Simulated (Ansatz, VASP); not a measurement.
HfC: VASP beside Ansatz

```
Hf C
1.0
     0.00000    2.28641    2.28641
     2.28641    0.00000    2.28641
     2.28641    2.28641    0.00000
Hf C
1 1
Direct
  0.00000 0.00000 0.00000
  0.50000 0.50000 0.50000
```

Alike in both runs: functional LDA; k mesh 8 × 8 × 8; occupations gaussian, width 0.1 eV; no spin polarisation.

Ansatz relaxed the structure, and its values are those at the end. VASP's run is a single point on that final structure, the one shown.

```csv
,VASP,Ansatz
version,VASP 6.6.1,Ansatz 0.2.0
potentials or method,"VASP PAW LDA potentials, release 64 (Hf_pv, C), cutoff 600 eV","scalar-relativistic, plane waves, PAW"
valence electrons in the cell,14,30
```

VASP gave:

| Item | Value |
| --- | --- |
| gap on the k mesh at the Fermi level (eV) | none |
| pressure (GPa) | 0.5 |

**Question.** Which values does Ansatz return?

**Answer.** gap on the k mesh at the Fermi level (eV): none; pressure (GPa): 0.0.

Ansatz warns that its potentials were made for another functional, while VASP's fit it. LDA's correlation is that of Perdew and Zunger in VASP and of Perdew and Wang (1992) in Ansatz. A gap of «none» marks a metal or a gap that the smearing closes. VASP's potentials hold 14 valence electrons a cell and Ansatz's 30, so a difference there can come from the potentials and not from the codes.

Spin-orbit coupling is off throughout.
